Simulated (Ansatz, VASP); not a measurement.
TiC: VASP beside Ansatz

```
Ti C
1.0
     0.00000    2.16641    2.16641
     2.16641    0.00000    2.16641
     2.16641    2.16641    0.00000
Ti C
1 1
Direct
  0.00000 0.00000 0.00000
  0.50000 0.50000 0.50000
```

Alike in both runs: task relaxation of cell and atoms; functional PBEsol; k mesh 16 × 16 × 16; occupations gaussian, width 0.1 eV; no spin polarisation.

```csv
,VASP,Ansatz
version,VASP 6.6.1,Ansatz 0.2.0
potentials or method,"VASP PAW PBE potentials, release 64 (Ti_sv, C), cutoff 600 eV","scalar-relativistic, plane waves, PAW"
valence electrons in the cell,16,16
```

```csv
,VASP,Ansatz,Ansatz less VASP
"gap on the k mesh at the Fermi level, each at its own relaxed structure (eV)",none,none,-
relaxed volume (Å³/atom),9.90,9.89,-0.007
relaxed cell length with the largest relative difference (Å),3.037,3.036,-0.0007
```

VASP's potentials were made for PBE, not for PBEsol. A gap of «none» marks a metal or a gap that the smearing closes.
